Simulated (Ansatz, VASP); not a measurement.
## Two plane-wave programs on AlN

The input INCAR:

```
  ALGO = Normal
  EDIFF = 1E-6
  ENCUT = 520
  GGA = PE
  ISIF = 2
  ISMEAR = 0
  LASPH = True
  LCHARG = False
  LREAL = False
  LWAVE = False
  NBANDS = 16
  NELM = 60
  PREC = Accurate
  SIGMA = 0.05
```

Contents of KPOINTS:

```
k-points
0
Gamma
  6 6 4
```

The input POSCAR:

```
AlN
1.0
    3.1110021516      0.0000000000      0.0000000000
   -1.5555010758      2.6942068945      0.0000000000
    0.0000000000      0.0000000000      4.9780000000
Al N
2 2
Direct
    0.3552880820      0.6827386581      0.0086985276
    0.6886214153      0.3494053248      0.5086985276
    0.3333333333      0.6666666667      0.3850000000
    0.6666666667      0.3333333333      0.8850000000
```

Input for Ansatz:

```yaml
crystal:
  lattice:
    - [3.1110021516, 0.0, 0.0]
    - [-1.5555010758, 2.6942068945, 0.0]
    - [0.0, 0.0, 4.978]
  atoms:
    - { symbol: Al, position: [0.355288082, 0.6827386581, 0.0086985276] }
    - { symbol: Al, position: [0.6886214153, 0.3494053248, 0.5086985276] }
    - { symbol: "N", position: [0.3333333333, 0.6666666667, 0.385] }
    - { symbol: "N", position: [0.6666666667, 0.3333333333, 0.885] }
basis:
  ecutwfc: 420
kpoints:
  mp_grid: { grid: [6, 6, 4] }
hamiltonian:
  xc: pbe
scf:
  occupations: { method: gaussian, width: 0.05 }
output:
  forces: true
  stress: true
  eigenvalues: true
```

Change from the starting cell: all Al atoms moved +0.075 Å, as atom 1 along Cartesian [1 1 1].

Alike in both runs: task single point; functional PBE; k mesh 6 × 6 × 4; occupations gaussian, width 0.05 eV; no spin polarisation.

```csv
,VASP,Ansatz
version,VASP 6.6.1,Ansatz 0.2.0
potentials or method,"VASP PAW PBE potentials, release 64 (Al, N), cutoff 520 eV","scalar-relativistic, plane waves, PAW"
valence electrons in the cell,16,16
```

```csv
,VASP,Ansatz,Ansatz less VASP
gap on the k mesh at the Fermi level (eV),4.22,4.21,-0.011
least direct gap on the mesh (eV),4.22,4.21,-0.011
pressure (GPa),4.4,4.7,+0.25
"traceless stress, the component that is largest in VASP (GPa)",2.52,2.47,-0.045
rms of the force components (eV/Å),0.541,0.539,-0.0015
```

Atom by atom the forces differ by 0.002 eV/Å (rms over components).
